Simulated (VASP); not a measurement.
# AgH12O6F in VASP: notebook, part 2 of 2

VASP 6.6.1. Earlier steps stand in the parts before.

### Step 4. Single point, PBE

The input, INCAR:

```
SYSTEM = AgH12O6F
PREC     = Accurate       ! precision mode
ENCUT    = 520            ! plane-wave cutoff, eV
EDIFF    = 1E-7           ! SCF threshold, eV
ISMEAR   = -1             ! smearing method
SIGMA    = 0.05           ! smearing width, eV
LREAL    = Auto         
LASPH    = .TRUE.         ! aspherical terms in the spheres
NELM     = 100            ! most SCF steps
ALGO     = Normal         ! electronic algorithm
ISIF     = 2              ! what is computed and relaxed
LWAVE    = .FALSE.        ! write WAVECAR
LCHARG   = .FALSE.        ! write CHGCAR
GGA      = PE             ! functional
NBANDS   = 49             ! bands
```

The input, KPOINTS:

```
regular mesh
0
G
  1 1 1
  0 0 0
```

The input, POSCAR:

```
AgH12O6F
1.0
    6.0731780000      0.0000000000      0.0000000000
    0.0000000000      6.0731780000      0.0000000000
    0.0000000000      0.0000000000      6.0731780000
O H Ag F
6 12 1 1
Direct
    0.1873813018      0.6623550306      0.0289469533
   -0.0173056018      0.7902452390      0.6235450369
    0.5606949113      0.6139454500      0.4157460888
   -0.0412469386      0.3650477559      0.4789090654
    0.7377356633      0.3478409492      0.8855330768
    0.2938659134      0.0931802098      0.4274862354
    0.1049697539      0.7270328648     -0.0973625341
    0.1172368075      0.5235315020      0.0524931099
    0.0748701915      0.8863234373      0.5365230527
    0.0147533960      0.6382655012      0.5666720126
    0.6839252859      0.7017083972      0.4774765370
    0.4396709598      0.7176308681      0.4106910748
   -0.1405524422      0.3607172390      0.3503108257
    0.0900846311      0.2717193535      0.4367565054
    0.7948886069      0.3203923876      0.7370440978
    0.6736012019      0.2110756510      0.9472141274
    0.3942581627      0.0804685784      0.2949361932
    0.3819581774      0.1564913790      0.5421214395
    0.6169422335      0.6757088299      0.9932690924
    0.5714800390      0.0207140314      1.0995561138
```

Potentials or basis: VASP PAW PBE potentials, release 64 (O, H, Ag, F).

The run is started by

```sh
$ cat potpaw_PBE.64/O/POTCAR potpaw_PBE.64/H/POTCAR potpaw_PBE.64/Ag/POTCAR potpaw_PBE.64/F/POTCAR > POTCAR
$ mpirun -np 1 vasp_gam > vasp.out
```

OUTCAR:

```text
SYSTEM = AgH12O6F
   PREC = Accurate
   ENCUT = 520
   EDIFF = 1E-7
   ISMEAR = -1
   LREAL = Auto
   LASPH = .TRUE.
   NELM = 100
   ISIF = 2
   GGA = PE

 ion  position               nearest neighbor table
   1  0.187  0.662  0.029-   8 0.96   7 1.00  19 2.62
   2  0.983  0.790  0.624-   9 0.97  10 1.00
   3  0.561  0.614  0.416-  12 0.97  11 0.99  19 2.62
   4  0.959  0.365  0.479-  13 0.99  14 1.01
   5  0.738  0.348  0.886-  15 0.98  16 0.99  19 2.22
   6  0.294  0.093  0.427-  18 0.96  17 1.01
[... 272 lines left out ...]
  Total       -1.2067076      0.8150671     -1.5018192      0.6074910     -1.4943558      0.0628061
  in kB       -8.6310691      5.8298300    -10.7418777      4.3451262    -10.6884952      0.4492253
  external PRESSURE =      -4.5143722 kB  Pullay stress =       0.0000000 kB

 VOLUME and BASIS-vectors are now :
 -----------------------------------------------------------------------------
  energy-cutoff  :      520.00
  volume of cell :      224.00
      direct lattice vectors                 reciprocal lattice vectors
     6.073178000  0.000000000  0.000000000     0.164658437  0.000000000  0.000000000
     0.000000000  6.073178000  0.000000000     0.000000000  0.164658437  0.000000000
     0.000000000  0.000000000  6.073178000     0.000000000  0.000000000  0.164658437

 POSITION                                       TOTAL-FORCE (eV/Angst)
 -----------------------------------------------------------------------------------
      1.13800      4.02260      0.17580         0.280150      0.983379     -0.381347
      5.96808      4.79930      3.78690        -0.290422     -1.050975      0.277343
      3.40520      3.72860      2.52490         0.700624      0.171349      0.217758
      5.82268      2.21700      2.90850         0.006860     -0.194869     -0.777615
      4.48040      2.11250      5.37800         0.153372      0.345899     -0.076489
      1.78470      0.56590      2.59620        -0.225890     -0.301989     -0.678665
[... 12 lines left out ...]
      3.74680      4.10370      6.03230        -0.201379     -0.178058      0.016207
      3.47070      0.12580      0.60462        -0.121337      0.139436     -0.025795
 -----------------------------------------------------------------------------------
    total drift:                                0.004044     -0.000299      0.008756

  FREE ENERGIE OF THE ION-ELECTRON SYSTEM (eV)
  ---------------------------------------------------
  free  energy   TOTEN  =       -94.3528458573 eV

  energy  without entropy=      -94.3528458573  energy(sigma->0) =      -94.35284586
```

OSZICAR:

```text
N       E                     dE             d eps       ncg     rms          rms(c)
DAV:   1     0.566627758314E+03    0.56663E+03   -0.36971E+04    98   0.127E+03
DAV:   2    -0.523574088669E+02   -0.61899E+03   -0.58776E+03   123   0.315E+02
DAV:   3    -0.103516481128E+03   -0.51159E+02   -0.50801E+02   132   0.968E+01
DAV:   4    -0.104233495741E+03   -0.71701E+00   -0.71561E+00   116   0.126E+01
DAV:   5    -0.104241718488E+03   -0.82227E-02   -0.82192E-02   108   0.135E+00    0.194E+01
DAV:   6    -0.945599509219E+02    0.96818E+01   -0.30300E+01   124   0.258E+01    0.784E+00
DAV:   7    -0.944585549485E+02    0.10140E+00   -0.14459E+00   108   0.521E+00    0.508E+00
DAV:   8    -0.943563626035E+02    0.10219E+00   -0.31503E-01   124   0.319E+00    0.679E-01
DAV:   9    -0.943496817995E+02    0.66808E-02   -0.45615E-02   124   0.106E+00    0.287E-01
DAV:  10    -0.943525162913E+02   -0.28345E-02   -0.65752E-03   116   0.493E-01    0.126E-01
DAV:  11    -0.943529464500E+02   -0.43016E-03   -0.98688E-04   116   0.228E-01    0.694E-02
DAV:  12    -0.943528768620E+02    0.69588E-04   -0.66896E-04   124   0.172E-01    0.302E-02
DAV:  13    -0.943528598621E+02    0.17000E-04   -0.12197E-04   116   0.651E-02    0.167E-02
DAV:  14    -0.943528501689E+02    0.96933E-05   -0.40430E-05   116   0.356E-02    0.137E-02
DAV:  15    -0.943528455405E+02    0.46284E-05   -0.10131E-05   124   0.240E-02    0.336E-03
DAV:  16    -0.943528457603E+02   -0.21976E-06   -0.36959E-06   116   0.104E-02    0.283E-03
DAV:  17    -0.943528458573E+02   -0.97065E-07   -0.44519E-07   116   0.417E-03
   1 F= -.94352846E+02 E0= -.94352846E+02  d E =-.789708E-10
```

It took 30 s on 1 thread of Intel Xeon Platinum 8259CL at 2.50GHz (Skylake/Cascade Lake), shared host; peak memory 0.31 GiB.

What came out:

* Free energy: -94.3528 eV
* Pressure: -0.5 GPa
* Largest force: 1.125 eV/Å
* Band gap on the k mesh: 2.82 eV

Forces in eV/Å, atoms in the order of the input:
```
O    0.280  0.983 -0.381
O   -0.290 -1.051  0.277
O    0.701  0.171  0.218
O    0.007 -0.195 -0.778
O    0.153  0.346 -0.076
O   -0.226 -0.302 -0.679
H    0.191 -0.064  0.137
H   -0.426 -0.866  0.103
H    0.474  0.570 -0.332
H   -0.312  0.455  0.141
H   -0.261 -0.209 -0.044
H   -0.271  0.174 -0.078
H    0.255  0.048  0.530
H   -0.391  0.067  0.148
H    0.116  0.166 -0.077
H   -0.252 -0.410  0.427
H    0.022 -0.138 -0.089
H    0.554  0.293  0.562
Ag  -0.201 -0.178  0.016
F   -0.121  0.139 -0.026
```

Levels at points of the mesh, in eV from the valence-band top:
```tsv
k point	band 31	band 32	band 33	band 34	band 35	band 36
(0.00, 0.00, 0.00)	-0.80	-0.60	0.00	2.82	5.91	6.64
```

Caveat: the k points lie up to 1.03 Å⁻¹ apart.
